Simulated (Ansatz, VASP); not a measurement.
Os: VASP beside Ansatz

Contents of INCAR:

```
SYSTEM = Os
  ALGO = Fast
  EDIFF = 1E-6
  ENCUT = 520
  GGA = PS
  ISIF = 2
  ISMEAR = 0
  LASPH = .True.
  LCHARG = .True.
  LELF = .True.
  LREAL = .False.
  LVHAR = .True.
  LWAVE = .False.
  NBANDS = 15
  NELM = 100
  PREC = Accurate
  SIGMA = 0.15
```

File KPOINTS:

```
k-points
0
Gamma
  18 18 12
  0 0 0
```

Contents of POSCAR:

```
Os
1.0
    2.7340999755      0.0000000000      0.0000000000
   -1.3670499878      2.3678000353      0.0000000000
    0.0000000000      0.0000000000      4.2117075000
Os
2
Direct
    0.3333333333      0.6666666667      0.2500000000
    0.6666666667      0.3333333333      0.7500000000
```

Input for Ansatz:

```yaml
crystal:
  lattice:
    - [2.7340999755, 0.0, 0.0]
    - [-1.3670499878, 2.3678000353, 0.0]
    - [0.0, 0.0, 4.2117075]
  atoms:
    - { symbol: Os, position: [0.3333333333, 0.6666666667, 0.25] }
    - { symbol: Os, position: [0.6666666667, 0.3333333333, 0.75] }
basis:
  ecutwfc: 420
kpoints:
  mp_grid: { grid: [18, 18, 12] }
hamiltonian:
  xc: pbesol
scf:
  occupations: { method: gaussian, width: 0.15 }
output:
  forces: true
  stress: true
  eigenvalues: true
```

Change from the starting cell: strain +0.000 along x and y, -0.025 along z, atoms carried along.

Alike in both runs: task single point; functional PBEsol; k mesh 18 × 18 × 12; occupations gaussian, width 0.15 eV; no spin polarisation.

|  | VASP | Ansatz |
| --- | --- | --- |
| version | VASP 6.6.1 | Ansatz 0.2.0 |
| potentials or method | VASP PAW PBE potentials, release 64 (Os), cutoff 520 eV | scalar-relativistic, plane waves, PAW |
| valence electrons in the cell | 16 | 32 |

|  | VASP | Ansatz | Ansatz less VASP |
| --- | --- | --- | --- |
| gap on the k mesh at the Fermi level (eV) | none | none | - |
| pressure (GPa) | 10.1 | 9.4 | -0.71 |
| traceless stress, the component that is largest in VASP (GPa) | 10.98 | 11.06 | +0.079 |

VASP's potentials were made for PBE, not for PBEsol. A gap of «none» marks a metal or a gap that the smearing closes. VASP's potentials hold 16 valence electrons a cell and Ansatz's 32, so a difference there can come from the potentials and not from the codes.

Spin-orbit coupling is off throughout.
